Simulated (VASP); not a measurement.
A run of VASP 6.6.1:

INCAR

```
ALGO = Normal
EDIFF = 1E-6
ENCUT = 500
GGA = PS
GGA_COMPAT = F
ISIF = 2
ISMEAR = -1
LASPH = T
LCHARG = F
LREAL = F
LWAVE = F
NBANDS = 19
NELM = 120
PREC = Accurate
SIGMA = 0.05
```

KPOINTS

```
k-points
0
Gamma
  9 9 5
```

POSCAR

```
MoPd
1.0
    2.7259124447      0.0000000000      0.0000000000
   -1.3629562224      2.3607094256      0.0000000000
    0.0000000000      0.0000000000      4.5160060094
Mo Pd
1 1
Direct
    0.6666666667      0.3333333333      0.5000000000
    0.3333333333      0.6666666667      0.0000000000
```

Potentials or basis: VASP PAW PBE potentials, release 64 (Mo_sv, Pd).

Run with:

```bash
$ cat potpaw_PBE.64/Mo_sv/POTCAR potpaw_PBE.64/Pd/POTCAR > POTCAR
$ mpirun -np 1 vasp_std > vasp.out
```

Hardware: 1 thread of AMD EPYC 9R45 96-Core Processor (Zen 5) (shared host).

Task: How long does it take, and how much memory?

Result: It took 9.4 s on 1 thread of AMD EPYC 9R45 96-Core Processor (Zen 5), with other jobs on the host, peak memory 0.12 GiB. Counts: scf iterations 14, k points 36.
